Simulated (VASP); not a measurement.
Input of a VASP 6.6.1 run:

Contents of INCAR:

```
PREC = Accurate
ENCUT = 600
EDIFF = 1E-6
ISMEAR = 0
SIGMA = 0.1
LREAL = False
LASPH = True
NELM = 100
ALGO = Normal
ISIF = 3
LWAVE = False
LCHARG = False
GGA = PE
IBRION = 2
NSW = 90
EDIFFG = -0.04
```

KPOINTS

```
Automatic mesh
0
Gamma
  6 6 6
```

File POSCAR:

```
HfSc2N2
1.0
   -1.9362208000      1.9362208000      4.9302293500
    1.9362208000     -1.9362208000      4.9302293500
    1.9362208000      1.9362208000     -4.9302293500
Hf Sc N
1 2 2
Direct
    0.0000000000      0.0000000000      0.0000000000
    0.6369824400      0.6369824400      0.0000000000
    0.3630175600      0.3630175600      0.0000000000
    0.7500000000      0.2500000000      0.5000000000
    0.2500000000      0.7500000000      0.5000000000
```

Potentials or basis: VASP PAW PBE potentials, release 64 (Hf_pv, Sc_sv, N).

Command:

```sh
$ cat potpaw_PBE.64/Hf_pv/POTCAR potpaw_PBE.64/Sc_sv/POTCAR potpaw_PBE.64/N/POTCAR > POTCAR
$ mpirun -np 1 vasp_std > vasp.out
```

Estimate the relaxed cell.

a = 5.453 Å, b = 5.453 Å, c = 5.453 Å, α = 136.73°, β = 136.73°, γ = 62.85°.

Predict the relaxed volume.

15.05 Å³/atom.

What does it give for the space group after relaxing (to 0.05 Å)?

I4/mmm (No. 139).

Forces in eV/Å, atoms in the order of the input:
```
Hf   0.000  0.000  0.000
Sc   0.000  0.000 -0.024
Sc   0.000  0.000  0.024
N    0.000  0.000  0.000
N    0.000  0.000  0.000
```

Caveat: the k points lie up to 0.37 Å⁻¹ apart in the final cell.
